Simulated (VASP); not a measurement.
# AlP (F-43m) in VASP: single point with HSE06

Aim: the single point of AlP with HSE06.

Everything below comes from runs of VASP 6.6.1. Logs are shortened: lines on timing, memory, paths and dates and some standing lists are left out, and cuts for length are marked.

### Step 1. The cell of the first run

The structure is cubic, space group F-43m (No. 216). Conventional cell: a = 5.470 Å, b = 5.470 Å, c = 5.470 Å, α = 90.00°, β = 90.00°, γ = 90.00°. Within 3.1 Å of Al (site symmetry -43m) lie 4 P at 2.37 Å. Within 3.1 Å of P (site symmetry -43m) lie 4 Al at 2.37 Å.

### Step 2. Single point, HSE06

POSCAR

```
AlP
1.0
    0.0000000000      2.7350000000      2.7350000000
    2.7350000000      0.0000000000      2.7350000000
    2.7350000000      2.7350000000      0.0000000000
Al P
1 1
Direct
    0.0000000000      0.0000000000      0.0000000000
    0.2500000000      0.2500000000      0.2500000000
```

INCAR.step1

```
SYSTEM = AlP
  ALGO = Normal
  EDIFF = 1E-5
  ENCUT = 400
  GGA = PE
  GGA_COMPAT = .FALSE.
  ISIF = 2
  ISMEAR = -1
  LASPH = .TRUE.
  LCHARG = .FALSE.
  LREAL = .FALSE.
  LWAVE = .TRUE.
  NBANDS = 11
  NELM = 120
  PREC = Accurate
  SIGMA = 0.05
```

INCAR.step2

```
SYSTEM = AlP
  ALGO = Normal
  EDIFF = 1E-6
  ENCUT = 400
  GGA = PE
  GGA_COMPAT = .FALSE.
  HFSCREEN = 0.2079
  ISIF = 2
  ISMEAR = -1
  ISTART = 1
  LASPH = .TRUE.
  LCHARG = .FALSE.
  LHFCALC = .TRUE.
  LREAL = .FALSE.
  LWAVE = .FALSE.
  NBANDS = 11
  NELM = 120
  PREC = Accurate
  PRECFOCK = Normal
  SIGMA = 0.05
```

KPOINTS

```
k-points
0
G
  8 8 8
  0 0 0
```

Potentials or basis: VASP PAW PBE potentials, release 64 (Al, P).

Started as:

```console
$ cat potpaw_PBE.64/Al/POTCAR potpaw_PBE.64/P/POTCAR > POTCAR
$ cp INCAR.step1 INCAR
$ mpirun -np 1 vasp_std > vasp.out
$ cp INCAR.step2 INCAR
$ mpirun -np 1 vasp_std > vasp.out
```

OUTCAR:

```text
SYSTEM = AlP
   EDIFF = 1E-6
   ENCUT = 400
   GGA = PE
   HFSCREEN = 0.2079
   ISIF = 2
   ISMEAR = -1
   ISTART = 1
   LASPH = .TRUE.
   LHFCALC = .TRUE.
   LREAL = .FALSE.
   NELM = 120
   PREC = Accurate
   PRECFOCK = Normal

 ion  position               nearest neighbor table
   1  0.000  0.000  0.000-   2 2.37   2 2.37   2 2.37   2 2.37
   2  0.250  0.250  0.250-   1 2.37   1 2.37   1 2.37   1 2.37

  LATTYP: Found a face centered cubic cell.
 ALAT       =     5.4700000000

  Lattice vectors:

 A1 = (   0.0000000000,   2.7350000000,   2.7350000000)
 A2 = (   2.7350000000,   0.0000000000,   2.7350000000)
 A3 = (   2.7350000000,   2.7350000000,   0.0000000000)

Analysis of symmetry for initial positions (statically):
=====================================================================
 Subroutine PRICEL returns:
 Original cell was already a primitive cell.

 Routine SETGRP: Setting up the symmetry group for a
 face centered cubic supercell.

 Subroutine GETGRP returns: Found 24 space group operations
 (whereof 24 operations were pure point group operations)
 out of a pool of 48 trial point group operations.

The static configuration has the point symmetry T_d .

Analysis of symmetry for dynamics (positions and initial velocities):
=====================================================================
 Subroutine PRICEL returns:
 Original cell was already a primitive cell.

 Routine SETGRP: Setting up the symmetry group for a
 face centered cubic supercell.

 Subroutine GETGRP returns: Found 24 space group operations
 (whereof 24 operations were pure point group operations)
 out of a pool of 48 trial point group operations.

The dynamic configuration has the point symmetry T_d .

 Subroutine INISYM returns: Found 24 space group operations
 (whereof 24 operations are pure point group operations),
 and found     1 'primitive' translations

----------------------------------------------------------------------------------------

                                     Primitive cell

  volume of cell :      40.9168

  direct lattice vectors                    reciprocal lattice vectors
     0.000000000  2.735000000  2.735000000    -0.182815356  0.182815356  0.182815356
     2.735000000  0.000000000  2.735000000     0.182815356 -0.182815356  0.182815356
     2.735000000  2.735000000  0.000000000     0.182815356  0.182815356 -0.182815356

  length of vectors
     3.867874093  3.867874093  3.867874093     0.316645486  0.316645486  0.316645486

  position of ions in fractional coordinates (direct lattice)
     0.000000000  0.000000000  0.000000000
     0.250000000  0.250000000  0.250000000

  ion indices of the primitive-cell ions
   primitive index   ion index
                 1           1
                 2           2

----------------------------------------------------------------------------------------

 KPOINTS: k-points

Automatic generation of k-mesh.
 Grid dimensions read from file:
 generate k-points for:    8    8    8

 Generating k-lattice:

  Cartesian coordinates                     Fractional coordinates (reciprocal lattice)
    -0.022851920  0.022851920  0.022851920     0.125000000  0.000000000  0.000000000
     0.022851920 -0.022851920  0.022851920     0.000000000  0.125000000  0.000000000
     0.022851920  0.022851920 -0.022851920     0.000000000  0.000000000  0.125000000

  Length of vectors
     0.039580686  0.039580686  0.039580686

  Shift w.r.t. Gamma in fractional coordinates (k-lattice)
     0.000000000  0.000000000  0.000000000

 Subroutine IBZKPT returns following result:
 ===========================================

 Found     29 irreducible k-points:

 Following reciprocal coordinates:
            Coordinates               Weight
  0.000000  0.000000  0.000000      1.000000
  0.125000  0.000000  0.000000      8.000000
  0.250000  0.000000  0.000000      8.000000
  0.375000  0.000000  0.000000      8.000000
  0.500000  0.000000  0.000000      4.000000
  0.125000  0.125000  0.000000      6.000000
[... 16 lines left out ...]
  0.500000  0.250000  0.125000     48.000000
 -0.375000  0.250000  0.125000     24.000000
 [... further k-points ...]
   k-points           NKPTS =     29   k-points in BZ     NKDIM =    512   number of bands    NBANDS=     11
   number of dos      NEDOS =    301   number of ions     NIONS =      2
   total plane-waves  NPLWV =  21952
   dimension x,y,z NGX =    28 NGY =   28 NGZ =   28
   dimension x,y,z NGXF=    56 NGYF=   56 NGZF=   56
   ions per type =               1   1
   NGX,Y,Z   is equivalent  to a cutoff of  12.03, 12.03, 12.03 a.u.
   NGXF,Y,Z  is equivalent  to a cutoff of  24.07, 24.07, 24.07 a.u.
 SYSTEM =  AlP
   PREC   = accura    normal or accurate (medium, high low for compatibility)
   ISTART =      1    job   : 0-new  1-cont  2-samecut
   ICHARG =      0    charge: 1-file 2-atom 10-const
   ISPIN  =      1    spin polarized calculation?
   LNONCOLLINEAR =      F non collinear calculations
   LSORBIT =      F    spin-orbit coupling
   LASPH  =      T    aspherical Exc in radial PAW
   ENCUT  =  400.0 eV  29.40 Ry    5.42 a.u.   6.31  6.31  6.31*2*pi/ulx,y,z
   NELM   =    120;   NELMIN=  2; NELMDL=  0     # of ELM steps
   EDIFF  = 0.1E-05   stopping-criterion for ELM
   LREAL  =      F    real-space projection
   EDIFFG = 0.1E-04   stopping-criterion for IOM
   NSW    =      0    number of steps for IOM
   IBRION =     -1    ionic relax: 0-MD 1-quasi-New 2-CG
   NFREE  =      0    steps in history (QN), initial steepest desc. (CG)
   ISIF   =      2    stress and relaxation
   ISYM   =      3    0-nonsym 1-usesym 2-fastsym
   POTIM  = 0.5000    time-step for ionic-motion
   TEBEG  =    0.0;   TEEND  =   0.0 temperature during run
   PSTRESS=    0.0 pullay stress
   NELECT =       8.0000    total number of electrons
   NUPDOWN=      -1.0000    fix difference up-down
   EMIN   =  10.00;   EMAX   =-10.00  energy-range for DOS
   EFERMI =   0.00;   METHOD = LEGACY
   ISMEAR =    -1;   SIGMA  =   0.05  broadening in eV -4-tet -1-fermi 0-gaus
   EFERMI_NEDOS =   21; number of points for ismear=-14 and -15
   IALGO  =     38    algorithm
   IMIX   =      1    mixing-type and parameters
     AMIX     =   0.40;   BMIX     =  1.00
     AMIX_MAG =   1.60;   BMIX_MAG =  1.00
  volume/ion in A,a.u.               =      20.46       138.06
  Fermi-wavevector in a.u.,A,eV,Ry     =   0.950176  1.795573 12.283814  0.902835
  Thomas-Fermi vector in A             =   2.078528
   LORBIT       =      0    0 simple, 1 ext, 2 COOP (PROOUT), +10 PAW based schemes
   GGA     = PE    functional components
   LHFCALC =     T    Hartree Fock is set to
   PRECFOCK=normal    Normal, Fast or Accurate (Low or Medium for compatibility)
   ENCUT4O =  -1.0   cutoff for four orbital integrals eV
   NKREDX  =     1    reduce k-point grid by
   NKREDY  =     1    reduce k-point grid by
   NKREDZ  =     1    reduce k-point grid by
   AEXX    =    0.2500 exact exchange contribution
   HFSCREEN=    0.2079 screening length (either q_TF or 0.3 A-1)
   HFSCREENC=   0.2079 screening length for correlation (either q_TF or 0.3 A-1)
   ENCUTFOCK=  -1.0 apply spherical cutoff to Coloumb kernel
   IVDW    =     0    specifies the selected vdW correction
   LEPSILON=     F    determine dielectric tensor
   LRPA    =     F    only Hartree local field effects (RPA)
 non-spin polarized calculation
  energy-cutoff  :      400.00
  volume of cell :       40.92
 maximum number of plane-waves:       754
 NGX is ok and might be reduce to    28
  NGX = 20; NGY = 20; NGZ = 20

 number of electron       8.0000000 magnetization

 Free energy of the ion-electron system (eV)
  ---------------------------------------------------
  ext. energy  EPLUGINS =         0.00000000
  ---------------------------------------------------
  free energy    TOTEN  =       -12.00458269 eV

  energy without entropy =      -12.00458269  energy(sigma->0) =      -12.00458269

 E-fermi :   5.1058     XC(G=0):  -7.6682

 val. band max:        4.0534348511   @ k =   0.0000   0.0000   0.0000
 cond. band min:       6.3308205761   @ k =   0.5000   0.5000   0.0000
 fundamental gap:      2.2773857250
 Fermi energy:         5.1057613158

 k-point     1 :       0.0000    0.0000    0.0000
  band No.  band energies     occupation
      1      -8.6880      2.00000
      2       4.0534      2.00000
      3       4.0534      2.00000
      4       4.0534      2.00000
      5       8.2256      0.00000
      6       9.5356      0.00000
      7       9.5356      0.00000
      8       9.5356      0.00000
      9      14.0645      0.00000
     10      14.0645      0.00000
     11      15.3807      0.00000

 k-point     2 :       0.1250    0.0000    0.0000
  band No.  band energies     occupation
      1      -8.4983      2.00000
      2       2.7567      2.00000
      3       3.8941      2.00000
      4       3.8941      2.00000
      5       8.6444      0.00000
      6       9.8402      0.00000
      7       9.8402      0.00000
      8      10.0775      0.00000
      9      13.5239      0.00000
     10      13.5239      0.00000
     11      16.0440      0.00000

 k-point     3 :       0.2500    0.0000    0.0000
  band No.  band energies     occupation
      1      -7.9641      2.00000
      2       0.6024      2.00000
      3       3.5719      2.00000
      4       3.5719      2.00000
      5       8.2282      0.00000
      6      10.1660      0.00000
      7      10.1660      0.00000
      8      12.0330      0.00000
      9      13.4981      0.00000
     10      13.4981      0.00000
     11      15.4668      0.00000
[... 267 lines left out ...]
 k-point    23 :       0.5000    0.2500    0.1250
  band No.  band energies     occupation
      1      -6.8530      2.00000
      2      -1.0034      2.00000
      3       1.3923      2.00000
      4       2.6517      2.00000
      5       8.8626      0.00000
      6       9.7621      0.00000
      7      11.1004      0.00000
      8      12.2431      0.00000
      9      14.7461      0.00000
     10      16.6842      0.00000
     11      18.1311      0.00000

 k-point    24 :      -0.3750    0.2500    0.1250
  band No.  band energies     occupation
      1      -6.4927      2.00000
      2      -1.6270      2.00000
      3       1.2451      2.00000
      4       2.4468      2.00000
      5       8.8600      0.00000
      6       9.4750      0.00000
      7      12.0215      0.00000
      8      12.8611      0.00000
      9      14.2481      0.00000
     10      16.7606      0.00000
     11      18.1486      0.00000

 [... further k-points ...]

------------------------ aborting loop because EDIFF is reached ----------------------------------------

  FORCE on cell =-STRESS in cart. coord.  units (eV):
  Direction    XX          YY          ZZ          XY          YZ          ZX
  --------------------------------------------------------------------------------------
  -------------------------------------------------------------------------------------
  Total        0.0087932      0.0087932      0.0087932      0.0000000      0.0000000     -0.0000000
  in kB        0.3443135      0.3443135      0.3443135      0.0000000      0.0000000     -0.0000000
  external PRESSURE =       0.3443135 kB  Pullay stress =       0.0000000 kB

 VOLUME and BASIS-vectors are now :
 -----------------------------------------------------------------------------
  energy-cutoff  :      400.00
  volume of cell :       40.92
      direct lattice vectors                 reciprocal lattice vectors
     0.000000000  2.735000000  2.735000000    -0.182815356  0.182815356  0.182815356
     2.735000000  0.000000000  2.735000000     0.182815356 -0.182815356  0.182815356
     2.735000000  2.735000000  0.000000000     0.182815356  0.182815356 -0.182815356

 POSITION                                       TOTAL-FORCE (eV/Angst)
 -----------------------------------------------------------------------------------
      0.00000      0.00000      0.00000        -0.000000      0.000000      0.000000
      1.36750      1.36750      1.36750         0.000000     -0.000000     -0.000000
 -----------------------------------------------------------------------------------
    total drift:                               -0.000017      0.000008     -0.000009

  FREE ENERGIE OF THE ION-ELECTRON SYSTEM (eV)
  ---------------------------------------------------
  free  energy   TOTEN  =       -12.0045826897 eV

  energy  without entropy=      -12.0045826897  energy(sigma->0) =      -12.00458269
```

It took 41 min on 1 thread of Intel Xeon 8259CL, shared host; peak memory 0.28 GiB.

What came out:

```
Free energy            : -12.0046 eV
Pressure               : 0.0 GPa
Band gap on the k mesh : 2.28 eV (least direct gap 4.17 eV)
```

Caveat: the PAW data sets were made with another functional, which shifts forces and pressure a little. A k mesh can miss the band edges.
